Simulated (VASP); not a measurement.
# Ta (P6_3/mmc) in VASP: further runs

The runs below take Ta through single point, with LDA.

Everything below comes from runs of VASP 6.6.1. Logs are shortened: lines on timing, memory, paths and dates and some standing lists are left out, and cuts for length are marked.

## (1) The cell of the first run

Symmetry: P6_3/mmc, No. 194, hexagonal system. The conventional cell has a = 2.779 Å, b = 2.779 Å, c = 4.951 Å, α = 90.00°, β = 90.00°, γ = 120.00°. Ta (site symmetry -6m2) has 12 Ta at 2.78 to 2.95 Å within 3.7 Å.

## (2) Single point, LDA

Input file INCAR:

```
SYSTEM = Ta
PREC = Accurate ; ENCUT = 520
EDIFF = 1E-6 ; ISMEAR = 1
SIGMA = 0.1 ; LREAL = .FALSE.
LASPH = .TRUE. ; NELM = 80
ALGO = Normal ; ISIF = 2
LWAVE = .FALSE. ; LCHARG = .FALSE.
GGA = CA ; NBANDS = 18
```

Input file KPOINTS:

```
regular mesh
0
G
  11 11 6
  0 0 0
```

Input file POSCAR:

```
Ta
1.0
    2.7793799987      0.0000000000      0.0000000000
   -1.3896899994      2.4070138463      0.0000000000
    0.0000000000      0.0000000000      4.9507575661
Ta
2
Direct
    0.6666666667      0.3333333333      0.7500000000
    0.3333333333      0.6666666667      0.2500000000
```

Potentials or basis: VASP PAW LDA potentials, release 64 (Ta_pv).

Command:

```sh
$ cat potpaw_LDA.64/Ta_pv/POTCAR > POTCAR
$ mpirun -np 1 vasp_std > vasp.out
```

OUTCAR:

```text
SYSTEM = Ta
   PREC = Accurate
   ENCUT = 520
   EDIFF = 1E-6
   ISMEAR = 1
   LREAL = .FALSE.
   LASPH = .TRUE.
   NELM = 80
   ISIF = 2
   GGA = CA

 ion  position               nearest neighbor table
   1  0.667  0.333  0.750-   2 2.95   2 2.95   2 2.95   2 2.95   2 2.95   2 2.95
   2  0.333  0.667  0.250-   1 2.95   1 2.95   1 2.95   1 2.95   1 2.95   1 2.95

  LATTYP: Found a hexagonal cell.
 ALAT       =     2.7793799987
 C/A-ratio  =     1.7812453023

  Lattice vectors:

 A1 = (   2.7793799987,   0.0000000000,   0.0000000000)
 A2 = (  -1.3896899994,   2.4070138463,   0.0000000000)
 A3 = (   0.0000000000,   0.0000000000,   4.9507575661)

Analysis of symmetry for initial positions (statically):
=====================================================================
 Subroutine PRICEL returns:
 Original cell was already a primitive cell.

 Routine SETGRP: Setting up the symmetry group for a
 hexagonal supercell.

 Subroutine GETGRP returns: Found 24 space group operations
 (whereof 12 operations were pure point group operations)
 out of a pool of 24 trial point group operations.

The static configuration has the point symmetry D_3d.
 The point group associated with its full space group is D_6h.

Analysis of symmetry for dynamics (positions and initial velocities):
=====================================================================
 Subroutine PRICEL returns:
 Original cell was already a primitive cell.

 Routine SETGRP: Setting up the symmetry group for a
 hexagonal supercell.

 Subroutine GETGRP returns: Found 24 space group operations
 (whereof 12 operations were pure point group operations)
 out of a pool of 24 trial point group operations.

The dynamic configuration has the point symmetry D_3d.
 The point group associated with its full space group is D_6h.

 Subroutine INISYM returns: Found 24 space group operations
 (whereof 12 operations are pure point group operations),
 and found     1 'primitive' translations

----------------------------------------------------------------------------------------

                                     Primitive cell

  volume of cell :      33.1206

  direct lattice vectors                    reciprocal lattice vectors
     2.779379999  0.000000000  0.000000000     0.359792472  0.207726267  0.000000000
    -1.389689999  2.407013846  0.000000000     0.000000000  0.415452533  0.000000000
     0.000000000  0.000000000  4.950757566     0.000000000  0.000000000  0.201989289

  length of vectors
     2.779379999  2.779380138  4.950757566     0.415452554  0.415452533  0.201989289

  position of ions in fractional coordinates (direct lattice)
[... 76 lines left out ...]
   LASPH  =      T    aspherical Exc in radial PAW
   ENCUT  =  520.0 eV  38.22 Ry    6.18 a.u.   5.17  5.17  9.21*2*pi/ulx,y,z
   NELM   =     80;   NELMIN=  2; NELMDL= -5     # of ELM steps
   EDIFF  = 0.1E-05   stopping-criterion for ELM
   LREAL  =      F    real-space projection
   EDIFFG = 0.1E-04   stopping-criterion for IOM
   NSW    =      0    number of steps for IOM
   IBRION =     -1    ionic relax: 0-MD 1-quasi-New 2-CG
   NFREE  =      0    steps in history (QN), initial steepest desc. (CG)
   ISIF   =      2    stress and relaxation
   ISYM   =      2    0-nonsym 1-usesym 2-fastsym
   POTIM  = 0.5000    time-step for ionic-motion
   TEBEG  =    0.0;   TEEND  =   0.0 temperature during run
   PSTRESS=    0.0 pullay stress
   NELECT =      22.0000    total number of electrons
   NUPDOWN=      -1.0000    fix difference up-down
   EMIN   =  10.00;   EMAX   =-10.00  energy-range for DOS
   EFERMI =   0.00;   METHOD = LEGACY
   ISMEAR =     1;   SIGMA  =   0.10  broadening in eV -4-tet -1-fermi 0-gaus
   EFERMI_NEDOS =   21; number of points for ismear=-14 and -15
   IALGO  =     38    algorithm
   IMIX   =      4    mixing-type and parameters
     AMIX     =   0.40;   BMIX     =  1.00
     AMIX_MAG =   1.60;   BMIX_MAG =  1.00
  volume/ion in A,a.u.               =      16.56       111.75
  Fermi-wavevector in a.u.,A,eV,Ry     =   1.428399  2.699284 27.760306  2.040325
  Thomas-Fermi vector in A             =   2.548465
   LORBIT       =      0    0 simple, 1 ext, 2 COOP (PROOUT), +10 PAW based schemes
   GGA     = CA    functional components
   LHFCALC =     F    Hartree Fock is set to
   AEXX    =    0.0000 exact exchange contribution
   IVDW    =     0    specifies the selected vdW correction
   LEPSILON=     F    determine dielectric tensor
   LRPA    =     F    only Hartree local field effects (RPA)
 non-spin polarized calculation
 Methfessel and Paxton  Order N= 1 SIGMA  =   0.10
  energy-cutoff  :      520.00
  volume of cell :       33.12
 maximum number of plane-waves:       903
 NGX is ok and might be reduce to    24
   NGX = 11   NGY = 11   NGZ = 19

 number of electron      22.0000002 magnetization

 Free energy of the ion-electron system (eV)
  ---------------------------------------------------
  ext. energy  EPLUGINS =         0.00000000
  ---------------------------------------------------
  free energy    TOTEN  =       -24.93686040 eV

  energy without entropy =      -24.93717783  energy(sigma->0) =      -24.93696621

 E-fermi :   6.5334     XC(G=0): -13.2173

 val. band max:        6.5262595941   @ k =   0.3636   0.0000   0.0000
 cond. band min:       6.5879832789   @ k =   0.2727   0.0909   0.0000
 fundamental gap:      0.0617236848
 Fermi energy:         6.5333955306

 k-point     1 :       0.0000    0.0000    0.0000
  band No.  band energies     occupation
      1     -27.8673      2.00000
      2     -26.5904      2.00000
      3     -26.4490      2.00000
      4     -26.4490      2.00000
      5     -26.3238      2.00000
      6     -26.3238      2.00000
[... 481 lines left out ...]
      5     -26.6269      2.00000
      6     -26.5177      2.00000
[... 10 lines left out ...]
     17      12.4098      0.00000
     18      14.7089      0.00000

 [... further k-points ...]
[... 5 lines left out ...]
  --------------------------------------------------------------------------------------
  -------------------------------------------------------------------------------------
  Total        3.4873566      3.4873571      3.4785330     -0.0000000      0.0000000      0.0000000
  in kB      168.6975470    168.6975696    168.2707116     -0.0000000      0.0000000      0.0000000
  external PRESSURE =     168.5552761 kB  Pullay stress =       0.0000000 kB

 VOLUME and BASIS-vectors are now :
 -----------------------------------------------------------------------------
  energy-cutoff  :      520.00
  volume of cell :       33.12
      direct lattice vectors                 reciprocal lattice vectors
     2.779379999  0.000000000  0.000000000     0.359792472  0.207726267  0.000000000
    -1.389689999  2.407013846  0.000000000     0.000000000  0.415452533  0.000000000
     0.000000000  0.000000000  4.950757566     0.000000000  0.000000000  0.201989289

 POSITION                                       TOTAL-FORCE (eV/Angst)
 -----------------------------------------------------------------------------------
      1.38969      0.80234      3.71307         0.000000     -0.000000      0.000000
     -0.00000      1.60468      1.23769        -0.000000      0.000000      0.000000
 -----------------------------------------------------------------------------------
    total drift:                               -0.000000      0.000000     -0.000000

  FREE ENERGIE OF THE ION-ELECTRON SYSTEM (eV)
  ---------------------------------------------------
  free  energy   TOTEN  =       -24.9368604027 eV

  energy  without entropy=      -24.9371778322  energy(sigma->0) =      -24.93696621
```

OSZICAR:

```text
N       E                     dE             d eps       ncg     rms          rms(c)
DAV:   1     0.171741935219E+03    0.17174E+03   -0.12750E+04  2304   0.128E+03
DAV:   2    -0.216201560097E+02   -0.19336E+03   -0.19007E+03  2846   0.362E+02
DAV:   3    -0.257668767770E+02   -0.41467E+01   -0.41063E+01  2694   0.504E+01
DAV:   4    -0.257937938666E+02   -0.26917E-01   -0.26889E-01  2610   0.421E+00
DAV:   5    -0.257939917621E+02   -0.19790E-03   -0.19788E-03  2584   0.331E-01    0.218E+01
DAV:   6    -0.251598436581E+02    0.63415E+00   -0.56345E-01  2564   0.665E+00    0.109E+01
DAV:   7    -0.249408099021E+02    0.21903E+00   -0.52116E-01  2610   0.605E+00    0.429E-01
DAV:   8    -0.249368737017E+02    0.39362E-02   -0.85886E-03  2558   0.902E-01    0.105E-01
DAV:   9    -0.249368620621E+02    0.11640E-04   -0.13413E-04  2830   0.880E-02    0.552E-02
DAV:  10    -0.249368609570E+02    0.11051E-05   -0.17837E-05  2718   0.314E-02    0.716E-03
DAV:  11    -0.249368604027E+02    0.55428E-06   -0.18680E-06  1778   0.971E-03
   1 F= -.24936860E+02 E0= -.24936966E+02  d E =0.317429E-03
```

Wall time 24 s (1 thread of AMD EPYC 7R13 (Zen 3), shared host); peak memory 0.13 GiB.

Results:

* Free energy: -24.9369 eV
* Pressure: 16.9 GPa
* Band gap on the k mesh: zero (band 11 reaches 8.57 eV, above the bottom of band 12 at 5.66 eV)

Caveat: spin-orbit coupling is left out, which moves the levels of the heavy elements.

## (3) Single point, LDA

This run uses another cell than the first one, of 17.31 Å³/atom, 1.045 times its volume.

Input file INCAR:

```
SYSTEM = Ta
PREC = Accurate
ENCUT = 520
EDIFF = 1E-6
ISMEAR = 1
SIGMA = 0.1
LREAL = .FALSE.
LASPH = .TRUE.
NELM = 60
ALGO = Normal
ISIF = 2
LWAVE = .FALSE.
LCHARG = .FALSE.
NBANDS = 18
```

KPOINTS is that of step 2.

Input file POSCAR:

```
Ta
1.0
    2.8208693991      0.0000000000      0.0000000000
   -1.4104346995      2.4429447233      0.0000000000
    0.0000000000      0.0000000000      5.0246603656
Ta
2
Direct
    0.6666666667      0.3333333333      0.7500000000
    0.3333333333      0.6666666667      0.2500000000
```

Potentials or basis: VASP PAW LDA potentials, release 64 (Ta_pv).

Command:

```sh
$ cat potpaw_LDA.64/Ta_pv/POTCAR > POTCAR
$ mpirun -np 1 vasp_std > vasp.out
```

It took 27 s on 1 thread of AMD EPYC 7R13 (Zen 3), shared host; peak memory 0.13 GiB.

Results (log left out):

- Free energy: -25.0414 eV
- Pressure: 5.6 GPa
- Band gap on the k mesh: zero (band 11 reaches 7.97 eV, above the bottom of band 12 at 5.31 eV)

Stress tensor (GPa, compression positive):
```
5.42 0.00 0.00
0.00 5.42 0.00
0.00 0.00 6.00
```

Levels at points of the mesh, in eV from the Fermi level:
```
           k point  band 9  band 10  band 11  band 12  band 13  band 14
(0.00, 0.00, 0.00)   -0.69     0.32     0.57     0.57     1.20     1.20
(0.00, 0.00, 0.50)   -1.24    -1.24     0.63     0.63     0.63     0.63
```

Caveat: spin-orbit coupling is left out, which moves the levels of the heavy elements.
